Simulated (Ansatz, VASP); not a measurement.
This is a calculation of Bi for Ansatz 0.2.0.

The input input.yaml:

```yaml
crystal:
  lattice:
    - [-1.9814305318, 1.9814305318, 1.9814305318]
    - [1.9814305318, -1.9814305318, 1.9814305318]
    - [1.9814305318, 1.9814305318, -1.9814305318]
  atoms:
    - { symbol: Bi, position: [0.0, 0.0, 0.0] }
hamiltonian:
  xc: pbe
  pseudopotentials: { kind: paw }
kpoints:
  mp_grid: { grid: [9, 9, 9] }
scf:
  occupations: { method: gaussian, width: 0.021 }
output:
  forces: true
  stress: true
  eigenvalues: true
```

Potentials or basis: Ansatz PAW.

The run is started by

```bash
$ ansatz run input.yaml --threads 2 --pin off --max-ram 5632MiB --backend cpu --events-out ev --progress --plain --runs-dir out
```

Problem. Translate it to VASP 6.6.1. Potentials there: VASP PAW PBE potentials, release 64 (Bi_d).

Solution. As run (the cutoff follows the program's own potentials):

File INCAR:

```
ALGO = Normal
EDIFF = 1E-6
ENCUT = 520
GGA = PE
ISIF = 2
ISMEAR = 0
LASPH = T
LCHARG = T
LELF = T
LREAL = F
LVHAR = T
LWAVE = F
NBANDS = 14
NELM = 80
PREC = Accurate
SIGMA = 0.020999999999999998
```

Contents of KPOINTS:

```
k-points
0
Gamma
  9 9 9
```

File POSCAR:

```
Bi
1.0
   -1.9814305318      1.9814305318      1.9814305318
    1.9814305318     -1.9814305318      1.9814305318
    1.9814305318      1.9814305318     -1.9814305318
Bi
1
Direct
    0.0000000000      0.0000000000      0.0000000000
```

Potentials or basis: VASP PAW PBE potentials, release 64 (Bi_d).

Run with:

```sh
$ cat potpaw_PBE.64/Bi_d/POTCAR > POTCAR
$ mpirun -np 1 vasp_std > vasp.out
```

Both were run:

|  | VASP | Ansatz | Ansatz less VASP |
| --- | --- | --- | --- |
| gap on the k mesh at the Fermi level (eV) | none | none | - |
| pressure (GPa) | 0.8 | 0.8 | +0.06 |

A gap of «none» marks a metal or a gap that the smearing closes.

Spin-orbit coupling is off throughout.
